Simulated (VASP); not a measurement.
A run of VASP 6.6.1:

File INCAR:

```
SYSTEM = Ge
PREC     = Accurate       ! precision mode
ENCUT    = 520            ! plane-wave cutoff, eV
EDIFF    = 1E-6           ! SCF threshold, eV
ISMEAR   = 0              ! smearing method
SIGMA    = 0.1            ! smearing width, eV
LREAL    = .False.        ! projectors in reciprocal space
LASPH    = .True.         ! aspherical terms in the spheres
NELM     = 80             ! most SCF steps
ALGO     = Normal         ! electronic algorithm
ISIF     = 2              ! what is computed and relaxed
LWAVE    = .False.        ! write WAVECAR
LCHARG   = .False.        ! write CHGCAR
LDIPOL   = .True.       
IDIPOL   = 3            
DIPOL    = 0.5 0.5 0.500
GGA      = PE             ! functional
NBANDS   = 66             ! bands
EFIELD   = -0.6
```

Contents of KPOINTS:

```
Automatic mesh
0
Gamma
  9 9 1
  0 0 0
```

Contents of POSCAR:

```
Ge
1.0
    4.0736913413      0.0000000000      0.0000000000
   -2.0368456706      3.5279201887      0.0000000000
    0.0000000000      0.0000000000     25.8100039188
Ge
8
Direct
    0.3333333333      0.6666666667      0.2905850004
    0.0000000000      0.0000000000      0.3228026927
    0.0000000000      0.0000000000      0.4194557694
    0.6666666667      0.3333333333      0.4516734616
    0.6666666667      0.3333333333      0.5483265384
    0.3333333333      0.6666666667      0.5805442306
    0.3333333333      0.6666666667      0.6771973073
    0.0000000000      0.0000000000      0.7094149996
```

Potentials or basis: VASP PAW PBE potentials, release 64 (Ge_d).

Launch:

```console
$ cat potpaw_PBE.64/Ge_d/POTCAR > POTCAR
$ mpirun -np 1 vasp_std > vasp.out
```

Hardware: 1 thread of Intel(R) Xeon(R) 6975P-C (Granite Rapids), on a shared host.

Question: How long does it take, and how much memory?

Answer: Wall time 6.2 min on 1 thread of Intel(R) Xeon(R) 6975P-C (Granite Rapids) (shared host), peak memory 0.52 GiB. Counts: scf iterations 30, k points 12.
